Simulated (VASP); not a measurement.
**GePt: relaxation of cell and atoms with PBE**

The system is GePt.

```
Ge Pt
1.0
     3.11269    0.00000    0.00000
     0.00000    3.11269    0.00000
     0.00000    0.00000    3.33733
Ge Pt
1 1
Direct
  0.50000 0.50000 0.50000
  0.00000 0.00000 0.00000
```

- Program: VASP 6.6.1
- Task: relaxation of cell and atoms
- Functional: PBE
- Potentials or basis: VASP PAW PBE potentials, release 64 (Ge_d, Pt)
- Cutoff: 600 eV
- k mesh: 6 × 6 × 6
- Occupations: gaussian, width 0.1 eV
- Spin: no spin polarisation
- Dipole correction: no
- Further INCAR settings: ALGO = Normal; EDIFF = 1e-06; IBRION = 2; EDIFFG = -0.04; NSW = 90; ISIF = 3

```yaml
Relaxed_volume: 16.32 Å³/atom
Relaxed_cell: a = 3.197 Å, b = 3.197 Å, c = 3.195 Å, α = 90.00°, β = 90.00°, γ = 90.00°
Space_group_after_relaxing_to_0.05_Å: Pm-3m (No. 221)
Energy_gained_by_relaxing: 5.0 meV/atom
Ionic_steps: 10
Pressure_after_relaxing: -0.1 GPa
Band_gap_on_the_k_mesh: zero (band 12 reaches 11.89 eV, above the bottom of band 13 at 8.24 eV)
```

Step by step:
```csv
step,energy change (eV),largest force (eV/Å),pressure (GPa),volume (Å³)
1,0.0000,0.0000,1.05,32.33
2,-0.0001,0.0000,-1.24,32.83
3,-0.0009,0.0000,-0.06,32.59
4,-0.0009,0.0000,-0.13,32.60
5,-0.0014,0.0000,-0.19,32.62
6,-0.0035,0.0000,-0.27,32.65
7,-0.0080,0.0000,-0.62,32.72
8,-0.0077,0.0000,-1.02,32.81
9,-0.0095,0.0000,-0.72,32.77
10,-0.0099,0.0000,-0.08,32.64
```

Final structure:
```cif
data_structure
_symmetry_space_group_name_H-M 'P 1'
_symmetry_Int_Tables_number 1
_cell_length_a 3.1966
_cell_length_b 3.1966
_cell_length_c 3.1948
_cell_angle_alpha 90.000
_cell_angle_beta 90.000
_cell_angle_gamma 90.000
_cell_volume 32.64
loop_
_atom_site_label
_atom_site_type_symbol
_atom_site_fract_x
_atom_site_fract_y
_atom_site_fract_z
_atom_site_occupancy
Ge1 Ge 0.50000 0.50000 0.50000 1
Pt1 Pt 0.00000 0.00000 0.00000 1
```

Levels at points of the mesh, in eV from the Fermi level:
| k point | band 9 | band 10 | band 11 | band 12 | band 13 | band 14 | band 15 | band 16 |
| --- | --- | --- | --- | --- | --- | --- | --- | --- |
| (0.00, 0.00, 0.00) | -2.25 | -2.24 | -2.24 | 1.82 | 1.82 | 1.83 | 4.32 | 9.91 |
| (0.50, 0.00, 0.00) | -3.79 | -3.79 | -2.15 | -0.98 | 6.58 | 6.58 | 7.51 | 7.83 |
| (0.50, 0.50, 0.00) | -3.92 | -3.08 | -3.08 | -1.25 | -0.09 | 1.02 | 4.96 | 11.06 |
| (0.00, 0.00, 0.50) | -3.79 | -3.79 | -2.15 | -0.97 | 6.58 | 6.58 | 7.51 | 7.82 |
| (0.50, 0.00, 0.50) | -3.92 | -3.09 | -3.08 | -1.25 | -0.09 | 1.02 | 4.95 | 11.05 |
| (0.50, 0.50, 0.50) | -5.44 | -1.19 | -1.18 | 2.50 | 2.50 | 2.50 | 4.02 | 4.02 |

It took 3.1 min on 1 thread of AMD EPYC 7R43 64-Core Processor (Zen 3) (shared host), peak memory 0.15 GiB.

Caveat: spin-orbit coupling is left out, which moves the levels of the heavy elements.
